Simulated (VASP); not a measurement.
Input of a VASP 6.6.1 run:

The input INCAR:

```
SYSTEM = CdS
PREC = Accurate
ENCUT = 520
EDIFF = 1E-7
ISMEAR = -1
SIGMA = 0.02
LREAL = .FALSE.
LASPH = .TRUE.
NELM = 100
ALGO = Normal
ISIF = 2
LWAVE = .FALSE.
LCHARG = .FALSE.
GGA = PS
NBANDS = 16
```

KPOINTS

```
Automatic mesh
0
G
  8 8 8
  0 0 0
```

File POSCAR:

```
CdS
1.0
    0.0000000000      2.6987212502      2.6987212502
    2.6987212502      0.0000000000      2.6987212502
    2.6987212502      2.6987212502      0.0000000000
Cd S
1 1
Direct
    0.0000000000      0.0000000000      0.0000000000
    0.5000000000      0.5000000000      0.5000000000
```

Potentials or basis: VASP PAW PBE potentials, release 64 (Cd, S).

Command:

```bash
$ cat potpaw_PBE.64/Cd/POTCAR potpaw_PBE.64/S/POTCAR > POTCAR
$ mpirun -np 1 vasp_std > vasp.out
```

Problem. Predict the pressure.

Solution. 0.5 GPa.

Problem. Estimate the band gap on the k mesh.

Solution. 0.12 eV, indirect (least direct gap 1.82 eV).

Caveat: the PAW data sets were made with another functional, which shifts forces and pressure a little. A k mesh can miss the band edges.
